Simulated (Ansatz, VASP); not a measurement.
**HPt6 in VASP and in Ansatz**

Contents of INCAR:

```
PREC = Accurate
ENCUT = 520
EDIFF = 1E-7
ISMEAR = 0
SIGMA = 0.1
LREAL = F
LASPH = T
NELM = 100
ALGO = Normal
ISIF = 2
LWAVE = F
LCHARG = F
LDIPOL = T
IDIPOL = 3
DIPOL = 0.5 0.5 0.298
GGA = PE
NBANDS = 74
```

KPOINTS

```
Automatic mesh
0
Gamma
  6 6 1
```

The input POSCAR:

```
HPt6
1.0
    5.6145835605      0.0000000000      0.0000000000
   -2.8072917802      4.8623719950      0.0000000000
    0.0000000000      0.0000000000     22.6197373747
Pt H
12 2
Direct
    0.3333333333      0.1666666667      0.1768367127
    0.3333333333      0.6666666667      0.1768367127
    0.8333333333      0.1666666667      0.1768367127
    0.8333333333      0.6666666667      0.1768367127
    0.1666666667      0.3333333333      0.2789580515
    0.1666666667      0.8333333333      0.2789580515
    0.6666666667      0.3333333333      0.2789580515
    0.6666666667      0.8333333333      0.2789580515
    0.0000000000      0.0000000000      0.3810715055
    0.0000000000      0.5000000000      0.3810715055
    0.5000000000      0.0000000000      0.3810715055
    0.5000000000      0.5000000000      0.3810715055
    0.2165800971      0.4331601942      0.4151125727
    0.2834199029      0.5668398058      0.4151125727
```

Input for Ansatz:

```yaml
crystal:
  lattice:
    - [5.6145835605, 0.0, 0.0]
    - [-2.8072917802, 4.862371995, 0.0]
    - [0.0, 0.0, 22.6197373747]
  atoms:
    - { symbol: Pt, position: [0.3333333333, 0.1666666667, 0.1768367127] }
    - { symbol: Pt, position: [0.3333333333, 0.6666666667, 0.1768367127] }
    - { symbol: Pt, position: [0.8333333333, 0.1666666667, 0.1768367127] }
    - { symbol: Pt, position: [0.8333333333, 0.6666666667, 0.1768367127] }
    - { symbol: Pt, position: [0.1666666667, 0.3333333333, 0.2789580515] }
    - { symbol: Pt, position: [0.1666666667, 0.8333333333, 0.2789580515] }
    - { symbol: Pt, position: [0.6666666667, 0.3333333333, 0.2789580515] }
    - { symbol: Pt, position: [0.6666666667, 0.8333333333, 0.2789580515] }
    - { symbol: Pt, position: [0.0, 0.0, 0.3810715055] }
    - { symbol: Pt, position: [0.0, 0.5, 0.3810715055] }
    - { symbol: Pt, position: [0.5, 0.0, 0.3810715055] }
    - { symbol: Pt, position: [0.5, 0.5, 0.3810715055] }
    - { symbol: H, position: [0.2165800971, 0.4331601942, 0.4151125727] }
    - { symbol: H, position: [0.2834199029, 0.5668398058, 0.4151125727] }
basis:
  ecutwfc: 420
kpoints:
  mp_grid: { grid: [6, 6, 1] }
hamiltonian:
  xc: pbe
scf:
  occupations: { method: gaussian, width: 0.1 }
output:
  forces: true
  eigenvalues: true
efield:
  axis: 3
  dipole_correction: true
  ramp_width: 0.04
```

Alike in both runs: task single point; functional PBE; k mesh 6 × 6 × 1; occupations gaussian, width 0.1 eV; no spin polarisation.

|  | VASP | Ansatz |
| --- | --- | --- |
| version | VASP 6.6.1 | Ansatz 0.2.0 |
| potentials or method | VASP PAW PBE potentials, release 64 (Pt, H), cutoff 520 eV | scalar-relativistic, plane waves, PAW |
| valence electrons in the cell | 122 | 218 |

|  | VASP | Ansatz | Ansatz less VASP |
| --- | --- | --- | --- |
| gap on the k mesh at the Fermi level (eV) | none | none | - |
| rms of the force components (eV/Å) | 2.589 | 2.553 | -0.0356 |

Atom by atom the forces differ by 0.043 eV/Å (rms over components). A gap of «none» marks a metal or a gap that the smearing closes. The functional is the same, so the differences come from potentials, cutoffs and numerics. VASP's potentials hold 122 valence electrons a cell and Ansatz's 218, so a difference there can come from the potentials and not from the codes.

Spin-orbit coupling is off throughout.
